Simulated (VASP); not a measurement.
# Ru (Fm-3m) in VASP: single point with r2SCAN

Aim: the single point of Ru with r2SCAN.

Program: VASP 6.6.1. These are calculated values, not measurements. Logs are shortened: lines on timing, memory, paths and dates and some standing lists are left out, and cuts for length are marked.

**1. The cell of the first run**

Symmetry: Fm-3m, No. 225, cubic system. Conventional cell: a = 3.830 Å, b = 3.830 Å, c = 3.830 Å, α = 90.00°, β = 90.00°, γ = 90.00°. Ru (site symmetry m-3m) has 12 Ru at 2.71 Å within 3.6 Å.

**2. Single point, r2SCAN**

Input file POSCAR:

```
Ru
1.0
    0.0000000000      1.9150000000      1.9150000000
    1.9150000000      0.0000000000      1.9150000000
    1.9150000000      1.9150000000      0.0000000000
Ru
1
Direct
    0.0000000000      0.0000000000      0.0000000000
```

Input file INCAR.step1:

```
SYSTEM = Ru
ALGO = Normal
EDIFF = 1E-5
ENCUT = 550
GGA = PE
GGA_COMPAT = .False.
ISMEAR = 0
LASPH = .True.
LCHARG = .False.
LREAL = .False.
LWAVE = .True.
NBANDS = 13
NELM = 120
PREC = Accurate
SIGMA = 0.1
```

Input file INCAR.step2:

```
SYSTEM = Ru
ALGO = Normal
EDIFF = 1E-6
ENCUT = 550
GGA_COMPAT = .False.
ISIF = 2
ISMEAR = 0
ISTART = 1
LASPH = .True.
LCHARG = .True.
LELF = .True.
LMIXTAU = .True.
LREAL = .False.
LVHAR = .True.
LWAVE = .False.
METAGGA = R2SCAN
NBANDS = 13
NELM = 120
PREC = Accurate
SIGMA = 0.1
```

Input file KPOINTS:

```
k-points
0
Gamma
  8 8 8
  0 0 0
```

Potentials or basis: VASP PAW PBE potentials, release 64 (Ru_pv).

Started as:

```
> cat potpaw_PBE.64/Ru_pv/POTCAR > POTCAR
> cp INCAR.step1 INCAR
> mpirun -np 1 vasp_std > vasp.out
> cp INCAR.step2 INCAR
> mpirun -np 1 vasp_std > vasp.out
```

OUTCAR:

```text
SYSTEM = Ru
   EDIFF = 1E-6
   ENCUT = 550
   ISIF = 2
   ISMEAR = 0
   ISTART = 1
   LASPH = .True.
   LREAL = .False.
   METAGGA = R2SCAN
   NELM = 120
   PREC = Accurate

 ion  position               nearest neighbor table
   1  0.000  0.000  0.000-

  LATTYP: Found a face centered cubic cell.
 ALAT       =     3.8300000000

  Lattice vectors:

 A1 = (   0.0000000000,   1.9150000000,   1.9150000000)
 A2 = (   1.9150000000,   0.0000000000,   1.9150000000)
 A3 = (   1.9150000000,   1.9150000000,   0.0000000000)

Analysis of symmetry for initial positions (statically):
=====================================================================
 Subroutine PRICEL returns:
 Original cell was already a primitive cell.

 Routine SETGRP: Setting up the symmetry group for a
 face centered cubic supercell.

 Subroutine GETGRP returns: Found 48 space group operations
 (whereof 48 operations were pure point group operations)
 out of a pool of 48 trial point group operations.

The static configuration has the point symmetry O_h .

Analysis of symmetry for dynamics (positions and initial velocities):
=====================================================================
 Subroutine PRICEL returns:
 Original cell was already a primitive cell.

 Routine SETGRP: Setting up the symmetry group for a
 face centered cubic supercell.

 Subroutine GETGRP returns: Found 48 space group operations
 (whereof 48 operations were pure point group operations)
 out of a pool of 48 trial point group operations.

The dynamic configuration has the point symmetry O_h .

 Subroutine INISYM returns: Found 48 space group operations
 (whereof 48 operations are pure point group operations),
 and found     1 'primitive' translations

----------------------------------------------------------------------------------------

                                     Primitive cell

  volume of cell :      14.0455

  direct lattice vectors                    reciprocal lattice vectors
     0.000000000  1.915000000  1.915000000    -0.261096606  0.261096606  0.261096606
     1.915000000  0.000000000  1.915000000     0.261096606 -0.261096606  0.261096606
     1.915000000  1.915000000  0.000000000     0.261096606  0.261096606 -0.261096606

  length of vectors
     2.708218972  2.708218972  2.708218972     0.452232587  0.452232587  0.452232587

  position of ions in fractional coordinates (direct lattice)
     0.000000000  0.000000000  0.000000000

  ion indices of the primitive-cell ions
   primitive index   ion index
                 1           1

[... 82 lines left out ...]
   NELECT =      14.0000    total number of electrons
   NUPDOWN=      -1.0000    fix difference up-down
   EMIN   =  10.00;   EMAX   =-10.00  energy-range for DOS
   EFERMI =   0.00;   METHOD = LEGACY
   ISMEAR =     0;   SIGMA  =   0.10  broadening in eV -4-tet -1-fermi 0-gaus
   EFERMI_NEDOS =   21; number of points for ismear=-14 and -15
   IALGO  =     38    algorithm
   IMIX   =      4    mixing-type and parameters
     AMIX     =   0.40;   BMIX     =  1.00
     AMIX_MAG =   1.60;   BMIX_MAG =  1.00
  volume/ion in A,a.u.               =      14.05        94.78
  Fermi-wavevector in a.u.,A,eV,Ry     =   1.635330  3.090326 36.386117  2.674304
  Thomas-Fermi vector in A             =   2.726821
   LORBIT       =      0    0 simple, 1 ext, 2 COOP (PROOUT), +10 PAW based schemes
   METAGGA = R2SCAN    functional components
   LHFCALC =     F    Hartree Fock is set to
   AEXX    =    0.0000 exact exchange contribution
   IVDW    =     0    specifies the selected vdW correction
   LEPSILON=     F    determine dielectric tensor
   LRPA    =     F    only Hartree local field effects (RPA)
 non-spin polarized calculation
 Gauss-broadening in eV      SIGMA  =   0.10
  energy-cutoff  :      550.00
  volume of cell :       14.05
 maximum number of plane-waves:       428
 NGX is ok and might be reduce to    24
   NGX = 11   NGY = 11   NGZ = 11

 number of electron      13.9999998 magnetization

 Free energy of the ion-electron system (eV)
  ---------------------------------------------------
  ext. energy  EPLUGINS =         0.00000000
  ---------------------------------------------------
  free energy    TOTEN  =       -25.33091502 eV

  energy without entropy =      -25.32707399  energy(sigma->0) =      -25.32899450

 E-fermi :  11.9158     XC(G=0): -15.1587

 val. band max:       11.8992790959   @ k =   0.0000   0.0000   0.0000
 cond. band min:      12.0723152942   @ k =   0.2500   0.0000   0.0000
 fundamental gap:      0.1730361983
 Fermi energy:        11.9158129473

 k-point     1 :       0.0000    0.0000    0.0000
  band No.  band energies     occupation
      1     -31.7226      2.00000
      2     -31.7226      2.00000
      3     -31.7226      2.00000
      4       3.9717      2.00000
      5       9.4845      2.00000
      6       9.4845      2.00000
      7       9.4845      2.00000
      8      11.8993      1.18488
      9      11.8993      1.18488
     10      20.5805      0.00000
     11      27.7796      0.00000
     12      33.6878      0.00000
     13      33.6878      0.00000
[... 354 lines left out ...]
  band No.  band energies     occupation
      1     -32.6117      2.00000
      2     -32.1331      2.00000
      3     -31.9476      2.00000
      4       7.2113      2.00000
      5       8.1456      2.00000
      6       9.8502      2.00000
      7      10.6700      2.00000
      8      13.5135      0.00000
      9      18.4575      0.00000
     10      20.5804      0.00000
     11      21.7784      0.00000
     12      28.8321      0.00000
     13      29.9498      0.00000

 [... further k-points ...]

------------------------ aborting loop because EDIFF is reached ----------------------------------------

  FORCE on cell =-STRESS in cart. coord.  units (eV):
  Direction    XX          YY          ZZ          XY          YZ          ZX
  --------------------------------------------------------------------------------------
  -------------------------------------------------------------------------------------
  Total       -0.9214169     -0.9214169     -0.9214169      0.0000000      0.0000000     -0.0000000
  in kB     -105.1067074   -105.1067074   -105.1067074      0.0000000      0.0000000     -0.0000000
  external PRESSURE =    -105.1067074 kB  Pullay stress =       0.0000000 kB

 VOLUME and BASIS-vectors are now :
 -----------------------------------------------------------------------------
  energy-cutoff  :      550.00
  volume of cell :       14.05
      direct lattice vectors                 reciprocal lattice vectors
     0.000000000  1.915000000  1.915000000    -0.261096606  0.261096606  0.261096606
     1.915000000  0.000000000  1.915000000     0.261096606 -0.261096606  0.261096606
     1.915000000  1.915000000  0.000000000     0.261096606  0.261096606 -0.261096606

 POSITION                                       TOTAL-FORCE (eV/Angst)
 -----------------------------------------------------------------------------------
      0.00000      0.00000      0.00000         0.000000      0.000000      0.000000
 -----------------------------------------------------------------------------------
    total drift:                               -0.000000      0.000000     -0.000000

  FREE ENERGIE OF THE ION-ELECTRON SYSTEM (eV)
  ---------------------------------------------------
  free  energy   TOTEN  =       -25.3309150157 eV

  energy  without entropy=      -25.3270739901  energy(sigma->0) =      -25.32899450
```

OSZICAR.step1:

```text
N       E                     dE             d eps       ncg     rms          rms(c)
DAV:   1     0.109293959905E+03    0.10929E+03   -0.86292E+03   754   0.120E+03
DAV:   2    -0.854348704729E+01   -0.11784E+03   -0.11333E+03   814   0.334E+02
DAV:   3    -0.981028167208E+01   -0.12668E+01   -0.12631E+01   839   0.376E+01
DAV:   4    -0.981420660784E+01   -0.39249E-02   -0.39249E-02   794   0.224E+00
DAV:   5    -0.981423379883E+01   -0.27191E-04   -0.27191E-04   874   0.167E-01    0.116E+01
DAV:   6    -0.919758322400E+01    0.61665E+00   -0.10448E+00   774   0.133E+01    0.290E+00
DAV:   7    -0.916025514984E+01    0.37328E-01   -0.60764E-02   794   0.300E+00    0.778E-01
DAV:   8    -0.915624230696E+01    0.40128E-02   -0.27432E-03   774   0.696E-01    0.524E-02
DAV:   9    -0.915626935792E+01   -0.27051E-04   -0.66871E-05   849   0.105E-01    0.232E-02
DAV:  10    -0.915627228999E+01   -0.29321E-05   -0.27454E-06   412   0.223E-02
   1 F= -.91562723E+01 E0= -.91542912E+01  d E =-.396211E-02
```

It took 41 s on 1 thread of AMD EPYC 7R13, shared host; peak memory 0.12 GiB.

Results:

```
Free energy            : -25.3309 eV
Pressure               : -10.5 GPa
Band gap on the k mesh : zero (band 7 reaches 14.27 eV, above the bottom of band 8 at 11.17 eV)
```

Levels at points of the mesh, in eV from the Fermi level:
```tsv
k point	band 5	band 6	band 7	band 8	band 9	band 10
(0.00, 0.00, 0.00)	-2.43	-2.43	-2.43	-0.02	-0.02	8.66
(0.50, 0.00, 0.00)	-2.56	-2.56	1.16	1.84	1.84	8.66
(0.50, 0.50, 0.00)	-5.78	1.78	2.35	2.35	3.83	8.66
```

Caveat: the PAW data sets were made with another functional, which shifts forces and pressure a little.
